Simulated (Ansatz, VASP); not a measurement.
# Ta in VASP and in Ansatz

```
Ta
1.0
     5.03600    0.00000    0.00000
    -2.51800    4.36131    0.00000
     0.00000    0.00000    2.81665
Ta
3
Cartesian
  5.0360 0.0000 0.0000
  0.0000 2.9075 1.4083
  2.5180 1.4538 1.4083
```

Alike in both runs: task single point; functional r2SCAN; k mesh 9 × 9 × 13; occupations fermi-dirac, width 0.1 eV; no spin polarisation.

|  | VASP | Ansatz |
| --- | --- | --- |
| version | VASP 6.6.1 | Ansatz 0.2.0 |
| potentials or method | VASP PAW PBE potentials, release 64 (Ta_pv), cutoff 520 eV | plane waves (500 eV) with PAW, scalar-relativistic |
| valence electrons in the cell | 33 | 39 |

```tsv
	VASP	Ansatz	Ansatz less VASP
pressure (GPa)	-17.4	-17.7	-0.37
traceless stress, the component that is largest in VASP (GPa)	-1.50	-1.51	-0.010
```

VASP's potentials were made for PBE, not for r2SCAN. VASP's potentials hold 33 valence electrons a cell and Ansatz's 39, so a difference there can come from the potentials and not from the codes.

Neither program's run includes spin-orbit coupling.
